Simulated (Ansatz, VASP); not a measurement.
## BaS in VASP and in Ansatz

File INCAR:

```
SYSTEM = BaS
PREC = Accurate
ENCUT = 520
EDIFF = 1E-7
ISMEAR = 0
SIGMA = 0.05
LREAL = .FALSE.
LASPH = .TRUE.
NELM = 60
ALGO = Normal
ISIF = 2
LWAVE = .FALSE.
LCHARG = .FALSE.
GGA = PE
NBANDS = 15
```

The input KPOINTS:

```
Automatic mesh
0
G
  10 10 8
  0 0 0
```

POSCAR

```
BaS
1.0
    4.3652937922      0.0000000000      0.0000000000
   -2.1826468961      3.7804553190      0.0000000000
    0.0000000000      0.0000000000      4.0178506233
Ba S
1 1
Direct
    0.0000000000      0.0000000000      0.0000000000
    0.6666666667      0.3333333333      0.5000000000
```

Input for Ansatz:

```yaml
crystal:
  lattice:
    - [4.3652937922, 0.0, 0.0]
    - [-2.1826468961, 3.780455319, 0.0]
    - [0.0, 0.0, 4.0178506233]
  atoms:
    - { symbol: Ba, position: [0.0, 0.0, 0.0] }
    - { symbol: S, position: [0.6666666667, 0.3333333333, 0.5] }
basis:
  ecutwfc: 420
  ecutrho_ratio: 4
kpoints:
  mp_grid: { grid: [10, 10, 8] }
hamiltonian:
  xc: pbe
scf:
  occupations: { method: gaussian, width: 0.05 }
output:
  forces: true
  stress: true
  eigenvalues: true
```

Change from the starting cell: strain e3 = +0.01, atoms carried along.

Alike in both runs: task single point; functional PBE; k mesh 10 × 10 × 8; occupations gaussian, width 0.05 eV; no spin polarisation.

|  | VASP | Ansatz |
| --- | --- | --- |
| version | VASP 6.6.1 | Ansatz 0.2.0 |
| potentials or method | VASP PAW PBE potentials, release 64 (Ba_sv, S), cutoff 520 eV | scalar-relativistic, plane waves, PAW |
| valence electrons in the cell | 16 | 16 |

|  | VASP | Ansatz | Ansatz less VASP |
| --- | --- | --- | --- |
| gap on the k mesh at the Fermi level (eV) | 2.00 | 2.06 | +0.069 |
| least direct gap on the mesh (eV) | 2.00 | 2.06 | +0.069 |
| pressure (GPa) | 0.1 | -0.4 | -0.59 |
| traceless stress, the component that is largest in VASP (GPa) | -0.51 | -0.60 | -0.088 |

Spin-orbit coupling is off throughout.
